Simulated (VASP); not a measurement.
A run of VASP 6.6.1:

File INCAR:

```
  PREC = Accurate
  ENCUT = 520
  EDIFF = 1E-7
  ISMEAR = -1
  SIGMA = 0.05
  LREAL = F
  LASPH = T
  NELM = 60
  ALGO = Normal
  ISIF = 2
  LWAVE = F
  LCHARG = F
  GGA = RP
  NBANDS = 9
```

File KPOINTS:

```
Automatic mesh
0
Gamma
  9 9 9
```

Contents of POSCAR:

```
Se
1.0
    2.8616260086      0.0000000000      0.0000000000
    0.0000000000      2.8616260086      0.0000000000
    0.0000000000      0.0000000000      2.8616260086
Se
1
Direct
    0.0000000000      0.0000000000      0.0000000000
```

Potentials or basis: VASP PAW PBE potentials, release 64 (Se).

Run with:

```sh
$ cat potpaw_PBE.64/Se/POTCAR > POTCAR
$ mpirun -np 1 vasp_std > vasp.out
```

Hardware: 1 thread of Intel(R) Xeon(R) Platinum 8488C (Sapphire Rapids), on a shared host.

**Question.** How long does it take, and how much memory?

**Answer.** Run time: 3.8 s on 1 thread of Intel(R) Xeon(R) Platinum 8488C (Sapphire Rapids), with other jobs on the host, peak memory 0.13 GiB. Counts: scf iterations 11, k points 35.
